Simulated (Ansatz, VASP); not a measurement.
## BaHfO3: VASP beside Ansatz

```xyz
5
Lattice="4.1771 0.0000 0.0000 0.0000 4.1771 0.0000 0.0000 0.0000 4.3024" Properties=species:S:1:pos:R:3 pbc="T T T"
Ba    0.0000    0.0000    0.0000
Hf    2.0885    2.0885    2.1512
O     2.0885    2.0885    0.0000
O     2.0885    0.0000    2.1512
O     0.0000    2.0885    2.1512
```

Change from the starting cell: uniaxial_z strain +3.0%.

Alike in both runs: task single point; functional r2SCAN; k mesh 6 × 6 × 6; no spin polarisation.

|  | VASP | Ansatz |
| --- | --- | --- |
| version | VASP 6.6.1 | Ansatz 0.2.0 |
| potentials or method | VASP PAW PBE potentials, release 64 (Ba_sv, Hf_pv, O) | plane waves, PAW |
| plane-wave cutoff (eV) | 520 | 500 |
| occupations | gaussian, width 0.01 eV | fixed |
| valence electrons in the cell | 38 | 54 |

|  | VASP | Ansatz | Ansatz less VASP |
| --- | --- | --- | --- |
| gap on the k mesh at the Fermi level (eV) | 3.96 | 4.04 | +0.078 |
| pressure (GPa) | -5.3 | -4.5 | +0.76 |
| traceless stress, the component that is largest in VASP (GPa) | -4.11 | -4.19 | -0.088 |

VASP's potentials were made for PBE, not for r2SCAN. VASP's potentials hold 38 valence electrons a cell and Ansatz's 54, so a difference there can come from the potentials and not from the codes.

Spin-orbit coupling is off throughout.
